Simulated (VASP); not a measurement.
A run of VASP 6.6.1:

Contents of INCAR:

```
PREC = Accurate
ENCUT = 520
EDIFF = 1E-6
ISMEAR = 0
SIGMA = 0.15
LREAL = F
LASPH = T
NELM = 150
ALGO = Normal
ISIF = 2
LWAVE = F
LCHARG = F
ISPIN = 2
MAGMOM = 2.44
LORBIT = 11
LMAXMIX = 4
GGA = PE
NBANDS = 14
```

File KPOINTS:

```
regular mesh
0
Gamma
  12 12 12
```

The input POSCAR:

```
Fe
1.0
   -1.2815080848      1.2815080848      1.7279855016
    1.2815080848     -1.2815080848      1.7279855016
    1.2815080848      1.2815080848     -1.7279855016
Fe
1
Direct
    0.0000000000      0.0000000000      0.0000000000
```

Potentials or basis: VASP PAW PBE potentials, release 64 (Fe).

Run with:

```sh
$ cat potpaw_PBE.64/Fe/POTCAR > POTCAR
$ mpirun -np 1 vasp_std > vasp.out
```

Hardware: 1 thread of AMD EPYC 7571, on a shared host.

Question: How long does it take, and how much memory?

Answer: Run time: 16 min on 1 thread of AMD EPYC 7571, with other jobs on the host, peak memory 0.14 GiB. Counts: scf iterations 128, k points 163.
